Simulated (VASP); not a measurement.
Write the native input for VASP 6.6.1 that does the following.

| Quantity | Value |
| --- | --- |
| Task | single point |
| Functional | r2SCAN |
| Potentials or basis | VASP PAW PBE potentials, release 64 (Ba_sv, Ti_sv, O_h) |
| Cutoff | 1480 eV |
| k mesh | 6 × 6 × 6 |
| Occupations | gaussian, width 0.02 eV |
| Spin | no spin polarisation |
| Dipole correction | no |
| Further INCAR settings | ALGO = Normal; EDIFF = 1e-06; NBANDS = 28 |

BaTiO3:

```
Ba Ti O
1.0
     2.75712    1.59182    2.25117
    -2.75712    1.59182    2.25117
     0.00000   -3.18364    2.25117
Ba Ti O
1 1 3
Cartesian
  0.0000 0.0000 -0.0280
  0.0000 0.0000 3.3506
  0.0000 -1.5916 4.4724
  -1.3783 0.7958 4.4724
  1.3783 0.7958 4.4724
```

These files were run (other wordings do the same):

POSCAR

```
BaTiO3
1.0
    2.7571150910      1.5918211400      2.2511664625
   -2.7571150910      1.5918211400      2.2511664625
    0.0000000000     -3.1836422800      2.2511664624
Ba Ti O
1 1 3
Direct
   -0.0041513494     -0.0041513494     -0.0041513494
    0.4961296938      0.4961296938      0.4961296938
    0.4956001134      0.4956001134      0.9955214289
    0.4956001134      0.9955214289      0.4956001134
    0.9955214289      0.4956001134      0.4956001134
```

INCAR.step1

```
SYSTEM = BaTiO3
ALGO = Normal ; EDIFF = 1E-5
ENCUT = 1480 ; GGA = PE
GGA_COMPAT = .FALSE. ; ISMEAR = 0
LASPH = .TRUE. ; LCHARG = .FALSE.
LREAL = .FALSE. ; LWAVE = .TRUE.
NBANDS = 28 ; NELM = 120
PREC = Accurate ; SIGMA = 0.02
```

INCAR.step2

```
SYSTEM = BaTiO3
ALGO = Normal ; EDIFF = 1E-6
ENCUT = 1480 ; GGA_COMPAT = .FALSE.
ISIF = 2 ; ISMEAR = 0
ISTART = 1 ; LASPH = .TRUE.
LCHARG = .FALSE. ; LMIXTAU = .TRUE.
LREAL = .FALSE. ; LWAVE = .FALSE.
METAGGA = R2SCAN ; NBANDS = 28
NELM = 120 ; PREC = Accurate
SIGMA = 0.02
```

KPOINTS

```
k-points
0
G
  6 6 6
  0 0 0
```

Potentials or basis: VASP PAW PBE potentials, release 64 (Ba_sv, Ti_sv, O_h).

Launch:

```bash
$ cat potpaw_PBE.64/Ba_sv/POTCAR potpaw_PBE.64/Ti_sv/POTCAR potpaw_PBE.64/O_h/POTCAR > POTCAR
$ cp INCAR.step1 INCAR
$ mpirun -np 1 vasp_std > vasp.out
$ cp INCAR.step2 INCAR
$ mpirun -np 1 vasp_std > vasp.out
```

It gave:

```yaml
Pressure: 17.9 GPa
Largest_force: 0.004 eV/Å
Band_gap_on_the_k_mesh: 2.33 eV (least direct gap 2.39 eV)
```

Caveat: the cell stands under pressure; the PAW data sets were made with another functional, which shifts forces and pressure a little; spin-orbit coupling is left out, which moves the levels of the heavy elements.

Wall time 9.4 min on 1 thread of Intel(R) Xeon(R) 6975P-C (Granite Rapids) (shared host), peak memory 0.56 GiB.
